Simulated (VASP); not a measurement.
# W (P6_3/mmc) in VASP: notebook, part 2 of 2

VASP 6.6.1.

### Step 4. Single point, LDA (15.73 Å³/atom)

This run uses another cell than the first one, of 15.73 Å³/atom.

The input, INCAR:

```
PREC = Accurate
ENCUT = 520
EDIFF = 1E-6
ISMEAR = -1
SIGMA = 0.1
LREAL = F
LASPH = T
NELM = 100
ALGO = Normal
ISIF = 2
LWAVE = F
LCHARG = T
LELF = T
LVHAR = T
NBANDS = 36
```

The input, KPOINTS:

```
regular mesh
0
Gamma
  15 15 4
```

The input, POSCAR:

```
W
1.0
    2.7454479886      0.0000000000      0.0000000000
   -1.3727239943      2.3776277029      0.0000000000
    0.0000000000      0.0000000000      9.6365934384
W
4
Direct
    1.0000000000      1.0000000000      0.0000000000
    1.0000000000      0.0000000000      0.5000000000
    0.3333333333      0.6666666667      0.2500000000
    0.6666666667      0.3333333333      0.7500000000
```

Potentials or basis: VASP PAW LDA potentials, release 64 (W_sv).

The run is started by

```sh
cat potpaw_LDA.64/W_sv/POTCAR > POTCAR
mpirun -np 1 vasp_std > vasp.out
```

OUTCAR:

```text
PREC = Accurate
   ENCUT = 520
   EDIFF = 1E-6
   ISMEAR = -1
   LREAL = F
   LASPH = T
   NELM = 100
   ISIF = 2

 ion  position               nearest neighbor table
   1  0.000  0.000  0.000-   3 2.88   4 2.88   4 2.88   3 2.88   4 2.88   3 2.88
   2  0.000  0.000  0.500-   3 2.88   4 2.88   4 2.88   3 2.88   4 2.88   3 2.88
   3  0.333  0.667  0.250-   1 2.88   2 2.88   1 2.88   2 2.88   1 2.88   2 2.88
   4  0.667  0.333  0.750-   1 2.88   2 2.88   1 2.88   2 2.88   1 2.88   2 2.88

  LATTYP: Found a hexagonal cell.
 ALAT       =     2.7454479886
 C/A-ratio  =     3.5100258604

  Lattice vectors:

 A1 = (   2.7454479886,   0.0000000000,   0.0000000000)
 A2 = (  -1.3727239943,   2.3776277029,   0.0000000000)
 A3 = (   0.0000000000,   0.0000000000,   9.6365934384)

Analysis of symmetry for initial positions (statically):
=====================================================================
 Subroutine PRICEL returns:
 Original cell was already a primitive cell.

 Routine SETGRP: Setting up the symmetry group for a
 hexagonal supercell.

 Subroutine GETGRP returns: Found 24 space group operations
 (whereof 12 operations were pure point group operations)
 out of a pool of 24 trial point group operations.

The static configuration has the point symmetry D_3d.
 The point group associated with its full space group is D_6h.

Analysis of symmetry for dynamics (positions and initial velocities):
=====================================================================
 Subroutine PRICEL returns:
 Original cell was already a primitive cell.

 Routine SETGRP: Setting up the symmetry group for a
 hexagonal supercell.

 Subroutine GETGRP returns: Found 24 space group operations
 (whereof 12 operations were pure point group operations)
 out of a pool of 24 trial point group operations.

The dynamic configuration has the point symmetry D_3d.
 The point group associated with its full space group is D_6h.

 Subroutine INISYM returns: Found 24 space group operations
 (whereof 12 operations are pure point group operations),
 and found     1 'primitive' translations

----------------------------------------------------------------------------------------

                                     Primitive cell

  volume of cell :      62.9043

  direct lattice vectors                    reciprocal lattice vectors
     2.745447989  0.000000000  0.000000000     0.364239280  0.210293647  0.000000000
    -1.372723994  2.377627703  0.000000000     0.000000000  0.420587293  0.000000000
     0.000000000  0.000000000  9.636593438     0.000000000  0.000000000  0.103771110

  length of vectors
     2.745447989  2.745447989  9.636593438     0.420587293  0.420587293  0.103771110

  position of ions in fractional coordinates (direct lattice)
     0.000000000  0.000000000  0.000000000
     0.000000000  0.000000000  0.500000000
     0.333333333  0.666666667  0.250000000
     0.666666667  0.333333333  0.750000000

  ion indices of the primitive-cell ions
   primitive index   ion index
                 1           1
                 2           2
                 3           3
                 4           4

----------------------------------------------------------------------------------------

 KPOINTS: regular mesh

Automatic generation of k-mesh.
 Grid dimensions read from file:
 generate k-points for:   15   15    4

 Generating k-lattice:

  Cartesian coordinates                     Fractional coordinates (reciprocal lattice)
     0.024282619  0.014019576  0.000000000     0.066666667 -0.000000000  0.000000000
     0.000000000  0.028039153  0.000000000     0.000000000  0.066666667  0.000000000
     0.000000000  0.000000000  0.025942778     0.000000000  0.000000000  0.250000000

  Length of vectors
     0.028039153  0.028039153  0.025942778

  Shift w.r.t. Gamma in fractional coordinates (k-lattice)
     0.000000000  0.000000000  0.000000000

 Subroutine IBZKPT returns following result:
 ===========================================

 Found     81 irreducible k-points:

 Following reciprocal coordinates:
            Coordinates               Weight
  0.000000  0.000000  0.000000      1.000000
  0.066667  0.000000  0.000000      6.000000
  0.133333  0.000000  0.000000      6.000000
  0.200000  0.000000  0.000000      6.000000
  0.266667  0.000000  0.000000      6.000000
  0.333333  0.000000  0.000000      6.000000
[... 16 lines left out ...]
  0.333333  0.200000  0.000000     12.000000
  0.400000  0.200000  0.000000      6.000000
 [... further k-points ...]
   k-points           NKPTS =     81   k-points in BZ     NKDIM =     81   number of bands    NBANDS=     36
   number of dos      NEDOS =    301   number of ions     NIONS =      4
   total plane-waves  NPLWV =  28800
   dimension x,y,z NGX =    20 NGY =   20 NGZ =   72
   dimension x,y,z NGXF=    40 NGYF=   40 NGZF=  144
   ions per type =               4
   NGX,Y,Z   is equivalent  to a cutoff of  12.11, 12.11, 12.42 a.u.
   NGXF,Y,Z  is equivalent  to a cutoff of  24.22, 24.22, 24.84 a.u.
 SYSTEM =  unknown system
   PREC   = accura    normal or accurate (medium, high low for compatibility)
   ISTART =      0    job   : 0-new  1-cont  2-samecut
   ICHARG =      2    charge: 1-file 2-atom 10-const
   ISPIN  =      1    spin polarized calculation?
   LNONCOLLINEAR =      F non collinear calculations
   LSORBIT =      F    spin-orbit coupling
   LASPH  =      T    aspherical Exc in radial PAW
   ENCUT  =  520.0 eV  38.22 Ry    6.18 a.u.   5.10  5.10 17.92*2*pi/ulx,y,z
   NELM   =    100;   NELMIN=  2; NELMDL= -5     # of ELM steps
   EDIFF  = 0.1E-05   stopping-criterion for ELM
   LREAL  =      F    real-space projection
   EDIFFG = 0.1E-04   stopping-criterion for IOM
   NSW    =      0    number of steps for IOM
   IBRION =     -1    ionic relax: 0-MD 1-quasi-New 2-CG
   NFREE  =      0    steps in history (QN), initial steepest desc. (CG)
   ISIF   =      2    stress and relaxation
   ISYM   =      2    0-nonsym 1-usesym 2-fastsym
   POTIM  = 0.5000    time-step for ionic-motion
   TEBEG  =    0.0;   TEEND  =   0.0 temperature during run
   PSTRESS=    0.0 pullay stress
   NELECT =      56.0000    total number of electrons
   NUPDOWN=      -1.0000    fix difference up-down
   EMIN   =  10.00;   EMAX   =-10.00  energy-range for DOS
   EFERMI =   0.00;   METHOD = LEGACY
   ISMEAR =    -1;   SIGMA  =   0.10  broadening in eV -4-tet -1-fermi 0-gaus
   EFERMI_NEDOS =   21; number of points for ismear=-14 and -15
   IALGO  =     38    algorithm
   IMIX   =      4    mixing-type and parameters
     AMIX     =   0.40;   BMIX     =  1.00
     AMIX_MAG =   1.60;   BMIX_MAG =  1.00
  volume/ion in A,a.u.               =      15.73       106.12
  Fermi-wavevector in a.u.,A,eV,Ry     =   1.574867  2.976068 33.745266  2.480207
  Thomas-Fermi vector in A             =   2.675937
   LORBIT       =      0    0 simple, 1 ext, 2 COOP (PROOUT), +10 PAW based schemes
   GGA     = CA    functional components
   LHFCALC =     F    Hartree Fock is set to
   AEXX    =    0.0000 exact exchange contribution
   IVDW    =     0    specifies the selected vdW correction
   LEPSILON=     F    determine dielectric tensor
   LRPA    =     F    only Hartree local field effects (RPA)
 non-spin polarized calculation
  energy-cutoff  :      520.00
  volume of cell :       62.90
 maximum number of plane-waves:      1716
   NGX = 11   NGY = 11   NGZ = 35

 number of electron      55.9999990 magnetization

 Free energy of the ion-electron system (eV)
  ---------------------------------------------------
  ext. energy  EPLUGINS =         0.00000000
  ---------------------------------------------------
  free energy    TOTEN  =       -54.52435816 eV

  energy without entropy =      -54.39188613  energy(sigma->0) =      -54.45812215

 E-fermi :  11.0517     XC(G=0): -13.8574

 val. band max:       11.0432580114   @ k =   0.2000   0.0667   0.0000
 cond. band min:      11.0572783371   @ k =   0.4000   0.1333   0.0000
 fundamental gap:      0.0140203257
 Fermi energy:        11.0517088839

 k-point     1 :       0.0000    0.0000    0.0000
  band No.  band energies     occupation
      1     -62.2010      2.00000
      2     -62.1656      2.00000
      3     -62.1354      2.00000
      4     -62.0997      2.00000
      5     -27.2991      2.00000
      6     -26.7681      2.00000
[... 925 lines left out ...]
     35      15.8745      0.00000
     36      16.0681      0.00000

 [... further k-points ...]

------------------------ aborting loop because EDIFF is reached ----------------------------------------

  FORCE on cell =-STRESS in cart. coord.  units (eV):
  Direction    XX          YY          ZZ          XY          YZ          ZX
  --------------------------------------------------------------------------------------
  -------------------------------------------------------------------------------------
  Total        0.7795354      0.7795354      0.3970048      0.0000000      0.0000000      0.0000000
  in kB       19.8548131     19.8548131     10.1117370      0.0000000      0.0000000      0.0000000
  external PRESSURE =      16.6071210 kB  Pullay stress =       0.0000000 kB

 VOLUME and BASIS-vectors are now :
 -----------------------------------------------------------------------------
  energy-cutoff  :      520.00
  volume of cell :       62.90
      direct lattice vectors                 reciprocal lattice vectors
     2.745447989  0.000000000  0.000000000     0.364239280  0.210293647  0.000000000
    -1.372723994  2.377627703  0.000000000     0.000000000  0.420587293  0.000000000
     0.000000000  0.000000000  9.636593438     0.000000000  0.000000000  0.103771110

 POSITION                                       TOTAL-FORCE (eV/Angst)
 -----------------------------------------------------------------------------------
      0.00000      0.00000      0.00000         0.000000      0.000000      0.000000
      0.00000      0.00000      4.81830         0.000000      0.000000      0.000000
     -0.00000      1.58509      2.40915         0.000000     -0.000000      0.000000
      1.37272      0.79254      7.22745        -0.000000      0.000000     -0.000000
 -----------------------------------------------------------------------------------
    total drift:                                0.000000     -0.000000      0.000000

  FREE ENERGIE OF THE ION-ELECTRON SYSTEM (eV)
  ---------------------------------------------------
  free  energy   TOTEN  =       -54.5243581639 eV

  energy  without entropy=      -54.3918861287  energy(sigma->0) =      -54.45812215
```

OSZICAR:

```text
N       E                     dE             d eps       ncg     rms          rms(c)
DAV:   1     0.689922859484E+03    0.68992E+03   -0.31675E+04  5832   0.183E+03
DAV:   2    -0.208960535466E+02   -0.71082E+03   -0.69644E+03  6144   0.576E+02
DAV:   3    -0.560484647110E+02   -0.35152E+02   -0.33701E+02  6868   0.122E+02
DAV:   4    -0.570254422009E+02   -0.97698E+00   -0.94792E+00  6960   0.179E+01
DAV:   5    -0.570404750959E+02   -0.15033E-01   -0.14988E-01  6756   0.235E+00    0.419E+01
DAV:   6    -0.550572749602E+02    0.19832E+01   -0.26594E+00  6460   0.116E+01    0.169E+01
DAV:   7    -0.545454340557E+02    0.51184E+00   -0.14270E+00  6676   0.766E+00    0.836E-01
DAV:   8    -0.545314859745E+02    0.13948E-01   -0.67771E-02  7124   0.255E+00    0.485E-01
DAV:   9    -0.545243648268E+02    0.71211E-02   -0.31112E-02  6948   0.156E+00    0.879E-02
DAV:  10    -0.545243480800E+02    0.16747E-04   -0.10646E-03  6512   0.255E-01    0.450E-02
DAV:  11    -0.545243536266E+02   -0.55466E-05   -0.40384E-05  6980   0.443E-02    0.318E-02
DAV:  12    -0.545243581351E+02   -0.45085E-05   -0.14910E-05  6732   0.322E-02    0.511E-03
DAV:  13    -0.545243581639E+02   -0.28819E-07   -0.11876E-06  3580   0.109E-02
   1 F= -.54524358E+02 E0= -.54458122E+02  d E =-.132472E+00
```

stdout:

```text
POSCAR found type information on POSCAR W
 POSCAR found :  1 types and       4 ions
 scaLAPACK will be used
 LDA part: xc-table for (Slater(with rela. corr.)+CA(PZ))
 , standard interpolation
 POSCAR, INCAR and KPOINTS ok, starting setup
 FFT: planning ... GRIDC
 FFT: planning ... GRID_SOFT
 FFT: planning ... GRID
 WAVECAR not read
 entering main loop
```

It took 58 s on 1 thread of Intel Xeon 6975P-C (Granite Rapids), shared host; peak memory 0.24 GiB.

What came out:

```
Free energy            : -54.5244 eV
Pressure               : 1.7 GPa
Band gap on the k mesh : zero (bands 28 and 29 overlap by 2.29 eV)
```

Caveat: spin-orbit coupling is left out, which moves the levels of the heavy elements.

### Step 5. Overview

```tsv
cell	gap on the mesh (eV)	pressure (GPa)
a = 2.670, b = 2.670, c = 9.372 Å, angles 90.0, 90.0, 120.0°, 4 atoms	none	33.0
a = 2.708, b = 2.708, c = 9.506 Å, angles 90.0, 90.0, 120.0°, 4 atoms	none	15.8
a = 2.745, b = 2.745, c = 9.637 Å, angles 90.0, 90.0, 120.0°, 4 atoms	none	1.7
```

Alike in all rows: task single point; level LDA; potentials or basis VASP PAW LDA potentials, release 64 (W_sv); no spin polarisation; k mesh 15 × 15 × 4; cutoff (eV) 520; smearing fermi-dirac 0.1 eV.

Caveats: spin-orbit coupling is left out, which moves the levels of the heavy elements; the cell stands under pressure (at least some runs).

Absolute energies hang on the potentials; compare differences alone.
